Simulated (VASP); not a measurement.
# Sc (Fm-3m) in VASP: notebook

The runs below take Sc through electric field gradients, with PBE.

Everything below comes from runs of VASP 6.6.1. Logs are shortened: lines on timing, memory, paths and dates and some standing lists are left out, and cuts for length are marked.

### 1 The cell of the first run

Symmetry: Fm-3m, No. 225, cubic system. Conventional cell: a = 4.464 Å, b = 4.464 Å, c = 4.464 Å, α = 90.00°, β = 90.00°, γ = 90.00°. Within 4.2 Å of Sc (site symmetry m-3m) lie 12 Sc at 3.16 Å.

This isn't the form of Sc at room conditions, which is hcp.

### 2 Electric field gradients, PBE (22.24 Å³/atom)

The input, INCAR:

```
SYSTEM = Sc
PREC = Accurate ; ENCUT = 520
EDIFF = 1E-8 ; ISMEAR = -1
SIGMA = 0.03 ; LREAL = .FALSE.
LASPH = .TRUE. ; NELM = 60
ALGO = Normal ; ISIF = 2
LWAVE = .FALSE. ; LCHARG = .FALSE.
GGA = PE ; LEFG = .TRUE.
NBANDS = 12
```

The input, KPOINTS:

```
Automatic mesh
0
G
  15 15 15
  0 0 0
```

The input, POSCAR:

```
Sc
1.0
    0.0000000000      2.2320095133      2.2320095133
    2.2320095133      0.0000000000      2.2320095133
    2.2320095133      2.2320095133      0.0000000000
Sc
1
Direct
    0.0000000000      0.0000000000      0.0000000000
```

Potentials or basis: VASP PAW PBE potentials, release 64 (Sc_sv).

Run with:

```sh
$ cat potpaw_PBE.64/Sc_sv/POTCAR > POTCAR
$ mpirun -np 1 vasp_std > vasp.out
```

OUTCAR:

```text
SYSTEM = Sc
   PREC = Accurate
   ENCUT = 520
   EDIFF = 1E-8
   ISMEAR = -1
   LREAL = .FALSE.
   LASPH = .TRUE.
   NELM = 60
   ISIF = 2
   GGA = PE

 ion  position               nearest neighbor table
   1  0.000  0.000  0.000-

  LATTYP: Found a face centered cubic cell.
 ALAT       =     4.4640190266

  Lattice vectors:

 A1 = (   0.0000000000,   2.2320095133,   2.2320095133)
 A2 = (   2.2320095133,   0.0000000000,   2.2320095133)
 A3 = (   2.2320095133,   2.2320095133,   0.0000000000)

Analysis of symmetry for initial positions (statically):
=====================================================================
 Subroutine PRICEL returns:
 Original cell was already a primitive cell.

 Routine SETGRP: Setting up the symmetry group for a
 face centered cubic supercell.

 Subroutine GETGRP returns: Found 48 space group operations
 (whereof 48 operations were pure point group operations)
 out of a pool of 48 trial point group operations.

The static configuration has the point symmetry O_h .

Analysis of symmetry for dynamics (positions and initial velocities):
=====================================================================
 Subroutine PRICEL returns:
 Original cell was already a primitive cell.

 Routine SETGRP: Setting up the symmetry group for a
 face centered cubic supercell.

 Subroutine GETGRP returns: Found 48 space group operations
 (whereof 48 operations were pure point group operations)
 out of a pool of 48 trial point group operations.

The dynamic configuration has the point symmetry O_h .

 Subroutine INISYM returns: Found 48 space group operations
 (whereof 48 operations are pure point group operations),
 and found     1 'primitive' translations

----------------------------------------------------------------------------------------

                                     Primitive cell

  volume of cell :      22.2391

  direct lattice vectors                    reciprocal lattice vectors
     0.000000000  2.232009513  2.232009513    -0.224013382  0.224013382  0.224013382
     2.232009513  0.000000000  2.232009513     0.224013382 -0.224013382  0.224013382
     2.232009513  2.232009513  0.000000000     0.224013382  0.224013382 -0.224013382

  length of vectors
     3.156538125  3.156538125  3.156538125     0.388002559  0.388002559  0.388002559

  position of ions in fractional coordinates (direct lattice)
     0.000000000  0.000000000  0.000000000

  ion indices of the primitive-cell ions
   primitive index   ion index
                 1           1

----------------------------------------------------------------------------------------

 KPOINTS: Automatic mesh

Automatic generation of k-mesh.
 Grid dimensions read from file:
 generate k-points for:   15   15   15

 Generating k-lattice:

  Cartesian coordinates                     Fractional coordinates (reciprocal lattice)
    -0.014934225  0.014934225  0.014934225     0.066666667  0.000000000  0.000000000
     0.014934225 -0.014934225  0.014934225     0.000000000  0.066666667  0.000000000
     0.014934225  0.014934225 -0.014934225     0.000000000  0.000000000  0.066666667

  Length of vectors
     0.025866837  0.025866837  0.025866837

  Shift w.r.t. Gamma in fractional coordinates (k-lattice)
     0.000000000  0.000000000  0.000000000

 Subroutine IBZKPT returns following result:
 ===========================================

 Found    120 irreducible k-points:

 Following reciprocal coordinates:
            Coordinates               Weight
  0.000000  0.000000  0.000000      1.000000
  0.066667  0.000000  0.000000      8.000000
  0.133333  0.000000  0.000000      8.000000
  0.200000  0.000000  0.000000      8.000000
  0.266667  0.000000  0.000000      8.000000
  0.333333  0.000000  0.000000      8.000000
[... 16 lines left out ...]
  0.133333  0.133333  0.000000      6.000000
  0.200000  0.133333  0.000000     24.000000
 [... further k-points ...]
   k-points           NKPTS =    120   k-points in BZ     NKDIM =    120   number of bands    NBANDS=     12
   number of dos      NEDOS =    301   number of ions     NIONS =      1
   total plane-waves  NPLWV =  13824
   dimension x,y,z NGX =    24 NGY =   24 NGZ =   24
   dimension x,y,z NGXF=    48 NGYF=   48 NGZF=   48
   ions per type =               1
   NGX,Y,Z   is equivalent  to a cutoff of  12.64, 12.64, 12.64 a.u.
   NGXF,Y,Z  is equivalent  to a cutoff of  25.28, 25.28, 25.28 a.u.
 SYSTEM =  Sc
   PREC   = accura    normal or accurate (medium, high low for compatibility)
   ISTART =      0    job   : 0-new  1-cont  2-samecut
   ICHARG =      2    charge: 1-file 2-atom 10-const
   ISPIN  =      1    spin polarized calculation?
   LNONCOLLINEAR =      F non collinear calculations
   LSORBIT =      F    spin-orbit coupling
   LASPH  =      T    aspherical Exc in radial PAW
   ENCUT  =  520.0 eV  38.22 Ry    6.18 a.u.   5.87  5.87  5.87*2*pi/ulx,y,z
   NELM   =     60;   NELMIN=  2; NELMDL= -5     # of ELM steps
   EDIFF  = 0.1E-07   stopping-criterion for ELM
   LREAL  =      F    real-space projection
   EDIFFG = 0.1E-06   stopping-criterion for IOM
   NSW    =      0    number of steps for IOM
   IBRION =     -1    ionic relax: 0-MD 1-quasi-New 2-CG
   NFREE  =      0    steps in history (QN), initial steepest desc. (CG)
   ISIF   =      2    stress and relaxation
   ISYM   =      2    0-nonsym 1-usesym 2-fastsym
   POTIM  = 0.5000    time-step for ionic-motion
   TEBEG  =    0.0;   TEEND  =   0.0 temperature during run
   PSTRESS=    0.0 pullay stress
   NELECT =      11.0000    total number of electrons
   NUPDOWN=      -1.0000    fix difference up-down
   EMIN   =  10.00;   EMAX   =-10.00  energy-range for DOS
   EFERMI =   0.00;   METHOD = LEGACY
   ISMEAR =    -1;   SIGMA  =   0.03  broadening in eV -4-tet -1-fermi 0-gaus
   EFERMI_NEDOS =   21; number of points for ismear=-14 and -15
   IALGO  =     38    algorithm
   IMIX   =      4    mixing-type and parameters
     AMIX     =   0.40;   BMIX     =  1.00
     AMIX_MAG =   1.60;   BMIX_MAG =  1.00
  volume/ion in A,a.u.               =      22.24       150.08
  Fermi-wavevector in a.u.,A,eV,Ry     =   1.294692  2.446612 22.806446  1.676227
  Thomas-Fermi vector in A             =   2.426259
   LORBIT       =      0    0 simple, 1 ext, 2 COOP (PROOUT), +10 PAW based schemes
   GGA     = PE    functional components
   LHFCALC =     F    Hartree Fock is set to
   AEXX    =    0.0000 exact exchange contribution
   IVDW    =     0    specifies the selected vdW correction
   LEPSILON=     F    determine dielectric tensor
   LRPA    =     F    only Hartree local field effects (RPA)
 non-spin polarized calculation
  energy-cutoff  :      520.00
  volume of cell :       22.24
 maximum number of plane-waves:       612
   NGX = 11   NGY = 11   NGZ = 11

 number of electron      11.0000004 magnetization

 Free energy of the ion-electron system (eV)
  ---------------------------------------------------
  ext. energy  EPLUGINS =         0.00000000
  ---------------------------------------------------
  free energy    TOTEN  =        -6.15873331 eV

  energy without entropy =       -6.15354779  energy(sigma->0) =       -6.15614055

 E-fermi :   4.3715     XC(G=0): -10.2931

 val. band max:        4.3504401015   @ k =  -0.4000   0.4000   0.2000
 cond. band min:       4.3725576662   @ k =  -0.3333   0.4000   0.2000
 fundamental gap:      0.0221175648
 Fermi energy:         4.3715454806

 k-point     1 :       0.0000    0.0000    0.0000
  band No.  band energies     occupation
      1     -44.7916      2.00000
      2     -23.1387      2.00000
      3     -23.1387      2.00000
      4     -23.1387      2.00000
      5      -1.0027      2.00000
      6       6.0932      0.00000
      7       6.0932      0.00000
      8       6.0932      0.00000
      9       7.6721      0.00000
     10       7.6721      0.00000
     11      17.4468      0.00000
     12      21.2659      0.00000

 k-point     2 :       0.0667    0.0000    0.0000
  band No.  band energies     occupation
      1     -44.7876      2.00000
      2     -23.1638      2.00000
      3     -23.1419      2.00000
      4     -23.1419      2.00000
      5      -0.8786      2.00000
      6       5.9966      0.00000
      7       6.1411      0.00000
      8       6.1411      0.00000
      9       7.6367      0.00000
     10       7.6367      0.00000
     11      17.5845      0.00000
     12      20.2912      0.00000
[... 316 lines left out ...]
 k-point    24 :       0.2000    0.1333    0.0000
  band No.  band energies     occupation
      1     -44.7592      2.00000
      2     -23.2985      2.00000
      3     -23.1880      2.00000
      4     -23.1835      2.00000
      5       0.0551      2.00000
      6       5.3000      0.00000
      7       6.4778      0.00000
      8       6.5443      0.00000
      9       6.9928      0.00000
     10       7.9074      0.00000
     11      18.0461      0.00000
     12      18.5790      0.00000

 [... further k-points ...]
[... 5 lines left out ...]
  --------------------------------------------------------------------------------------
  -------------------------------------------------------------------------------------
  Total        0.8635172      0.8635172      0.8635172      0.0000000     -0.0000000      0.0000000
  in kB       62.2104649     62.2104649     62.2104649      0.0000000     -0.0000000      0.0000000
  external PRESSURE =      62.2104649 kB  Pullay stress =       0.0000000 kB

 VOLUME and BASIS-vectors are now :
 -----------------------------------------------------------------------------
  energy-cutoff  :      520.00
  volume of cell :       22.24
      direct lattice vectors                 reciprocal lattice vectors
     0.000000000  2.232009513  2.232009513    -0.224013382  0.224013382  0.224013382
     2.232009513  0.000000000  2.232009513     0.224013382 -0.224013382  0.224013382
     2.232009513  2.232009513  0.000000000     0.224013382  0.224013382 -0.224013382

 POSITION                                       TOTAL-FORCE (eV/Angst)
 -----------------------------------------------------------------------------------
      0.00000      0.00000      0.00000        -0.000000     -0.000000      0.000000
 -----------------------------------------------------------------------------------
    total drift:                               -0.000000      0.000000     -0.000000

  FREE ENERGIE OF THE ION-ELECTRON SYSTEM (eV)
  ---------------------------------------------------
  free  energy   TOTEN  =        -6.1587333143 eV

  energy  without entropy=       -6.1535477892  energy(sigma->0) =       -6.15614055

 Electric field gradients (V/A^2)
---------------------------------------------------------------------
 ion       V_xx      V_yy      V_zz      V_xy      V_xz      V_yz
---------------------------------------------------------------------
   1       0.000     0.000    -0.000     0.001     0.001     0.001
---------------------------------------------------------------------

 Electric field gradients after diagonalization (V/A^2)
 (convention: |V_zz| > |V_xx| > |V_yy|)
----------------------------------------------------------------------
 ion       V_xx      V_yy      V_zz     asymmetry (V_yy - V_xx)/ V_zz
----------------------------------------------------------------------
   1      -0.001    -0.001     0.001       0.000
----------------------------------------------------------------------

           NMR quadrupolar parameters

 Cq : quadrupolar parameter    Cq=e*Q*V_zz/h
 eta: asymmetry parameters     (V_yy - V_xx)/ V_zz
 Q  : nuclear electric quadrupole moment in mb (millibarn)
----------------------------------------------------------------------
 ion       Cq(MHz)       eta       Q (mb)
----------------------------------------------------------------------
   1       0.000       0.000       1.000
----------------------------------------------------------------------
```

Run time: 20 s. Hardware: 1 thread of Intel Xeon Platinum 8259CL at 2.50GHz (Skylake/Cascade Lake), shared host; peak memory 0.15 GiB.

Results:

```
Free energy                             : -6.1587 eV
Pressure                                : 6.2 GPa
Band gap on the k mesh                  : zero (an odd number of electrons rules out a gap without spin polarisation)
Largest electric field gradient by atom : zero within the noise of the run
```

Levels at points of the mesh, in eV from the Fermi level:
```tsv
k point	band 2	band 3	band 4	band 5	band 6	band 7	band 8	band 9
(0.00, 0.00, 0.00)	-27.51	-27.51	-27.51	-5.37	1.72	1.72	1.72	3.30
```

Caveat: the cell stands under pressure.

(Continued in part 2 of 2.)
